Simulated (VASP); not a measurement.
# RbBr in VASP: further runs

The runs below take RbBr through single point, with PBE, HSE06.

All numbers are computed with VASP 6.6.1; they aren't measurements. Logs are shortened: lines on timing, memory, paths and dates and some standing lists are left out, and cuts for length are marked.

## (1) The cell of the first run

The structure is tetragonal, space group I4/mmm (No. 139). Conventional cell: a = 4.894 Å, b = 4.894 Å, c = 6.818 Å, α = 90.00°, β = 90.00°, γ = 90.00°. Within 4.5 Å of Rb (site symmetry 4/mmm) lie 6 Br at 3.41 to 3.46 Å. Br (site symmetry 4/mmm) has 6 Rb at 3.41 to 3.46 Å within 4.5 Å.

## (2) Single point, PBE (uniaxial x strain -1.5%)

Input file INCAR:

```
SYSTEM = RbBr
ALGO     = Normal         ! electronic algorithm
EDIFF    = 1E-6           ! SCF threshold, eV
ENCUT    = 520            ! plane-wave cutoff, eV
GGA      = PE             ! functional
ISIF     = 2              ! what is computed and relaxed
ISMEAR   = -1             ! smearing method
LASPH    = .True.         ! aspherical terms in the spheres
LCHARG   = .False.        ! write CHGCAR
LREAL    = .False.        ! projectors in reciprocal space
LWAVE    = .False.        ! write WAVECAR
NBANDS   = 15             ! bands
NELM     = 60             ! most SCF steps
PREC     = Accurate       ! precision mode
SIGMA    = 0.02           ! smearing width, eV
```

Input file KPOINTS:

```
k-points
0
Gamma
  6 6 6
  0 0 0
```

Input file POSCAR:

```
RbBr
1.0
    0.0000000000      3.4608258933      3.4608258933
    3.4089135049      0.0000000000      3.4608258933
    3.4089135049      3.4608258933      0.0000000000
Rb Br
1 1
Direct
    0.0000000000      0.0000000000      0.0000000000
    0.5000000000      0.5000000000      0.5000000000
```

Potentials or basis: VASP PAW PBE potentials, release 64 (Rb_sv, Br).

Started as:

```bash
cat potpaw_PBE.64/Rb_sv/POTCAR potpaw_PBE.64/Br/POTCAR > POTCAR
mpirun -np 1 vasp_std > vasp.out
```

OUTCAR:

```text
SYSTEM = RbBr
   EDIFF = 1E-6
   ENCUT = 520
   GGA = PE
   ISIF = 2
   ISMEAR = -1
   LASPH = .True.
   LREAL = .False.
   NELM = 60
   PREC = Accurate

 ion  position               nearest neighbor table
   1  0.000  0.000  0.000-   2 3.41   2 3.41   2 3.46   2 3.46   2 3.46   2 3.46
   2  0.500  0.500  0.500-   1 3.41   1 3.41   1 3.46   1 3.46   1 3.46   1 3.46

  LATTYP: Found a body centered tetragonal cell.
 ALAT       =     4.8943469153
 C/A-ratio  =     1.3930003589

  Lattice vectors:

 A1 = (  -3.4089135049,   0.0000000000,  -3.4608258933)
 A2 = (  -3.4089135049,   0.0000000000,   3.4608258933)
 A3 = (   3.4089135049,   3.4608258933,   0.0000000000)

Analysis of symmetry for initial positions (statically):
=====================================================================
 Subroutine PRICEL returns:
 Original cell was already a primitive cell.

 Routine SETGRP: Setting up the symmetry group for a
 body centered tetragonal supercell.

 Subroutine GETGRP returns: Found 16 space group operations
 (whereof 16 operations were pure point group operations)
 out of a pool of 16 trial point group operations.

The static configuration has the point symmetry D_4h.

Analysis of symmetry for dynamics (positions and initial velocities):
=====================================================================
 Subroutine PRICEL returns:
 Original cell was already a primitive cell.

 Routine SETGRP: Setting up the symmetry group for a
 body centered tetragonal supercell.

 Subroutine GETGRP returns: Found 16 space group operations
 (whereof 16 operations were pure point group operations)
 out of a pool of 16 trial point group operations.

The dynamic configuration has the point symmetry D_4h.

 Subroutine INISYM returns: Found 16 space group operations
 (whereof 16 operations are pure point group operations),
 and found     1 'primitive' translations

----------------------------------------------------------------------------------------

                                     Primitive cell

  volume of cell :      81.6593

  direct lattice vectors                    reciprocal lattice vectors
     0.000000000  3.460825893  3.460825893    -0.146674299  0.144474185  0.144474185
     3.408913505  0.000000000  3.460825893     0.146674299 -0.144474185  0.144474185
     3.408913505  3.460825893  0.000000000     0.146674299  0.144474185 -0.144474185

  length of vectors
     4.894346915  4.857778005  4.857778005     0.251513281  0.251513281  0.251513281

  position of ions in fractional coordinates (direct lattice)
     0.000000000  0.000000000  0.000000000
     0.500000000  0.500000000  0.500000000

  ion indices of the primitive-cell ions
   primitive index   ion index
                 1           1
                 2           2

----------------------------------------------------------------------------------------

 KPOINTS: k-points

Automatic generation of k-mesh.
 Grid dimensions read from file:
 generate k-points for:    6    6    6

 Generating k-lattice:

  Cartesian coordinates                     Fractional coordinates (reciprocal lattice)
    -0.024445717  0.024079031  0.024079031     0.166666667 -0.000000000 -0.000000000
     0.024445717 -0.024079031  0.024079031     0.000000000  0.166666667  0.000000000
     0.024445717  0.024079031 -0.024079031     0.000000000  0.000000000  0.166666667

  Length of vectors
     0.041918880  0.041918880  0.041918880

  Shift w.r.t. Gamma in fractional coordinates (k-lattice)
     0.000000000  0.000000000  0.000000000

 Subroutine IBZKPT returns following result:
 ===========================================

 Found     30 irreducible k-points:

 Following reciprocal coordinates:
            Coordinates               Weight
  0.000000  0.000000  0.000000      1.000000
  0.166667 -0.000000 -0.000000      8.000000
  0.333333  0.000000  0.000000      8.000000
  0.500000  0.000000  0.000000      4.000000
  0.166667  0.166667  0.000000      4.000000
  0.333333  0.166667  0.000000     16.000000
[... 16 lines left out ...]
 -0.333333  0.500000  0.166667      4.000000
  0.333333 -0.333333  0.166667      8.000000
 [... further k-points ...]
   k-points           NKPTS =     30   k-points in BZ     NKDIM =     30   number of bands    NBANDS=     15
   number of dos      NEDOS =    301   number of ions     NIONS =      2
   total plane-waves  NPLWV =  46656
   dimension x,y,z NGX =    36 NGY =   36 NGZ =   36
   dimension x,y,z NGXF=    72 NGYF=   72 NGZF=   72
   ions per type =               1   1
   NGX,Y,Z   is equivalent  to a cutoff of  12.23, 12.32, 12.32 a.u.
   NGXF,Y,Z  is equivalent  to a cutoff of  24.46, 24.64, 24.64 a.u.
 SYSTEM =  RbBr
   PREC   = accura    normal or accurate (medium, high low for compatibility)
   ISTART =      0    job   : 0-new  1-cont  2-samecut
   ICHARG =      2    charge: 1-file 2-atom 10-const
   ISPIN  =      1    spin polarized calculation?
   LNONCOLLINEAR =      F non collinear calculations
   LSORBIT =      F    spin-orbit coupling
   LASPH  =      T    aspherical Exc in radial PAW
   ENCUT  =  520.0 eV  38.22 Ry    6.18 a.u.   9.10  9.03  9.03*2*pi/ulx,y,z
   NELM   =     60;   NELMIN=  2; NELMDL= -5     # of ELM steps
   EDIFF  = 0.1E-05   stopping-criterion for ELM
   LREAL  =      F    real-space projection
   EDIFFG = 0.1E-04   stopping-criterion for IOM
   NSW    =      0    number of steps for IOM
   IBRION =     -1    ionic relax: 0-MD 1-quasi-New 2-CG
   NFREE  =      0    steps in history (QN), initial steepest desc. (CG)
   ISIF   =      2    stress and relaxation
   ISYM   =      2    0-nonsym 1-usesym 2-fastsym
   POTIM  = 0.5000    time-step for ionic-motion
   TEBEG  =    0.0;   TEEND  =   0.0 temperature during run
   PSTRESS=    0.0 pullay stress
   NELECT =      16.0000    total number of electrons
   NUPDOWN=      -1.0000    fix difference up-down
   EMIN   =  10.00;   EMAX   =-10.00  energy-range for DOS
   EFERMI =   0.00;   METHOD = LEGACY
   ISMEAR =    -1;   SIGMA  =   0.02  broadening in eV -4-tet -1-fermi 0-gaus
   EFERMI_NEDOS =   21; number of points for ismear=-14 and -15
   IALGO  =     38    algorithm
   IMIX   =      4    mixing-type and parameters
     AMIX     =   0.40;   BMIX     =  1.00
     AMIX_MAG =   1.60;   BMIX_MAG =  1.00
  volume/ion in A,a.u.               =      40.83       275.53
  Fermi-wavevector in a.u.,A,eV,Ry     =   0.950852  1.796850 12.301297  0.904120
  Thomas-Fermi vector in A             =   2.079268
   LORBIT       =      0    0 simple, 1 ext, 2 COOP (PROOUT), +10 PAW based schemes
   GGA     = PE    functional components
   LHFCALC =     F    Hartree Fock is set to
   AEXX    =    0.0000 exact exchange contribution
   IVDW    =     0    specifies the selected vdW correction
   LEPSILON=     F    determine dielectric tensor
   LRPA    =     F    only Hartree local field effects (RPA)
 non-spin polarized calculation
  energy-cutoff  :      520.00
  volume of cell :       81.66
 maximum number of plane-waves:      2216
   NGX = 19   NGY = 19   NGZ = 19

 number of electron      15.9999998 magnetization

 Free energy of the ion-electron system (eV)
  ---------------------------------------------------
  ext. energy  EPLUGINS =         0.00000000
  ---------------------------------------------------
  free energy    TOTEN  =        -6.10273856 eV

  energy without entropy =       -6.10273856  energy(sigma->0) =       -6.10273856

 E-fermi :  -1.3173     XC(G=0):  -7.1767

 val. band max:       -1.7946008465   @ k =   0.0000   0.0000   0.0000
 cond. band min:       2.5194007808   @ k =   0.0000   0.0000   0.0000
 fundamental gap:      4.3140016273
 Fermi energy:        -1.3172987051

 k-point     1 :       0.0000    0.0000    0.0000
  band No.  band energies     occupation
      1     -26.2501      2.00000
      2     -13.9730      2.00000
      3     -10.3273      2.00000
      4     -10.3252      2.00000
      5     -10.3252      2.00000
      6      -1.8113      2.00000
      7      -1.8113      2.00000
      8      -1.7946      2.00000
      9       2.5194      0.00000
     10       5.4401      0.00000
     11       5.4401      0.00000
     12       5.5293      0.00000
     13       6.3087      0.00000
     14       6.3882      0.00000
     15       9.1538      0.00000

 k-point     2 :       0.1667   -0.0000   -0.0000
  band No.  band energies     occupation
      1     -26.2479      2.00000
      2     -13.9830      2.00000
      3     -10.3279      2.00000
      4     -10.3277      2.00000
      5     -10.3147      2.00000
      6      -2.1022      2.00000
      7      -1.9010      2.00000
      8      -1.8936      2.00000
      9       3.1495      0.00000
     10       5.3342      0.00000
     11       5.7675      0.00000
     12       5.8211      0.00000
     13       6.7015      0.00000
     14       6.7915      0.00000
     15      10.1346      0.00000

 k-point     3 :       0.3333    0.0000    0.0000
  band No.  band energies     occupation
      1     -26.2435      2.00000
      2     -14.0028      2.00000
      3     -10.3332      2.00000
      4     -10.3303      2.00000
      5     -10.2919      2.00000
      6      -2.5732      2.00000
      7      -2.0690      2.00000
      8      -2.0685      2.00000
      9       4.3918      0.00000
     10       5.4717      0.00000
     11       6.6767      0.00000
     12       6.7127      0.00000
     13       7.6846      0.00000
     14       7.8000      0.00000
     15       9.6868      0.00000
[... 343 lines left out ...]
 k-point    23 :      -0.3333    0.5000    0.1667
  band No.  band energies     occupation
      1     -26.2388      2.00000
      2     -13.9395      2.00000
      3     -10.4716      2.00000
      4     -10.4233      2.00000
      5     -10.3310      2.00000
      6      -2.2289      2.00000
      7      -2.2000      2.00000
      8      -2.0517      2.00000
      9       4.5041      0.00000
     10       6.0157      0.00000
     11       6.1092      0.00000
     12       7.0811      0.00000
     13       8.0771      0.00000
     14       9.0413      0.00000
     15       9.4514      0.00000

 k-point    24 :       0.3333   -0.3333    0.1667
  band No.  band energies     occupation
      1     -26.2395      2.00000
      2     -13.9675      2.00000
      3     -10.4162      2.00000
      4     -10.4095      2.00000
      5     -10.3000      2.00000
      6      -2.4464      2.00000
      7      -2.1561      2.00000
      8      -2.1332      2.00000
      9       5.2289      0.00000
     10       5.4479      0.00000
     11       6.6521      0.00000
     12       6.9182      0.00000
     13       8.3262      0.00000
     14       9.1144      0.00000
     15       9.2152      0.00000

 [... further k-points ...]

------------------------ aborting loop because EDIFF is reached ----------------------------------------

  FORCE on cell =-STRESS in cart. coord.  units (eV):
  Direction    XX          YY          ZZ          XY          YZ          ZX
  --------------------------------------------------------------------------------------
  -------------------------------------------------------------------------------------
  Total        0.5753582      0.3264811      0.3264811      0.0000000      0.0000000     -0.0000000
  in kB       11.2886858      6.4056486      6.4056486      0.0000000      0.0000000     -0.0000000
  external PRESSURE =       8.0333277 kB  Pullay stress =       0.0000000 kB

 VOLUME and BASIS-vectors are now :
 -----------------------------------------------------------------------------
  energy-cutoff  :      520.00
  volume of cell :       81.66
      direct lattice vectors                 reciprocal lattice vectors
     0.000000000  3.460825893  3.460825893    -0.146674299  0.144474185  0.144474185
     3.408913505  0.000000000  3.460825893     0.146674299 -0.144474185  0.144474185
     3.408913505  3.460825893  0.000000000     0.146674299  0.144474185 -0.144474185

 POSITION                                       TOTAL-FORCE (eV/Angst)
 -----------------------------------------------------------------------------------
      0.00000      0.00000      0.00000        -0.000000      0.000000      0.000000
      3.40891      3.46083      3.46083         0.000000      0.000000     -0.000000
 -----------------------------------------------------------------------------------
    total drift:                                0.000000      0.000000      0.000000

  FREE ENERGIE OF THE ION-ELECTRON SYSTEM (eV)
  ---------------------------------------------------
  free  energy   TOTEN  =        -6.1027385638 eV

  energy  without entropy=       -6.1027385638  energy(sigma->0) =       -6.10273856
```

Run time: 56 s. Hardware: 1 thread of Intel Xeon 8259CL, shared host; peak memory 0.22 GiB.

What came out:

* Free energy: -6.1027 eV
* Pressure: 0.8 GPa
* Band gap on the k mesh: 4.31 eV

Levels at points of the mesh, in eV from the valence-band top:
```csv
k point,band 5,band 6,band 7,band 8,band 9,band 10,band 11,band 12
"(0.00, 0.00, 0.00)",-8.53,-0.02,-0.02,0.00,4.31,7.23,7.23,7.32
"(0.50, 0.00, 0.00)",-8.49,-0.98,-0.36,-0.35,6.76,7.65,9.43,9.44
"(0.50, 0.50, 0.00)",-8.59,-0.49,-0.17,-0.16,5.62,7.06,9.10,9.16
"(0.00, 0.50, 0.50)",-8.60,-0.46,-0.18,-0.18,5.60,7.08,9.16,9.19
```

Caveat: the cell differs from its parent crystal (uniaxial x strain -1.5%).

[end of part 1 of 2]
